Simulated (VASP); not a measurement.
A run of VASP 6.6.1:

Contents of INCAR:

```
SYSTEM = Pr
PREC = Accurate
ENCUT = 600
EDIFF = 1E-6
ISMEAR = -1
SIGMA = 0.03
LREAL = .False.
LASPH = .True.
NELM = 150
ALGO = Normal
ISIF = 3
LWAVE = .False.
LCHARG = .False.
ISPIN = 2
MAGMOM = 2
LORBIT = 11
LMAXMIX = 6
GGA = PE
IBRION = 2
NSW = 100
EDIFFG = -0.005
```

File KPOINTS:

```
regular mesh
0
Gamma
  12 12 12
  0 0 0
```

Contents of POSCAR:

```
Pr
1.0
   -1.9952473489      1.9952473489      1.9952473489
    1.9952473489     -1.9952473489      1.9952473489
    1.9952473489      1.9952473489     -1.9952473489
Pr
1
Direct
    0.0000000000      0.0000000000      0.0000000000
```

Potentials or basis: VASP PAW PBE potentials, release 64 (Pr).

Run with:

```sh
$ cat potpaw_PBE.64/Pr/POTCAR > POTCAR
$ mpirun -np 1 vasp_std > vasp.out
```

Hardware: 1 thread of Intel(R) Xeon(R) 6975P-C (Granite Rapids) (shared host).

Question: How long does it take, and how much memory?

Answer: It took 10 min on 1 thread of Intel(R) Xeon(R) 6975P-C (Granite Rapids), with other jobs on the host, peak memory 0.28 GiB. Counts: scf iterations 264, k points 72, ion steps 19.
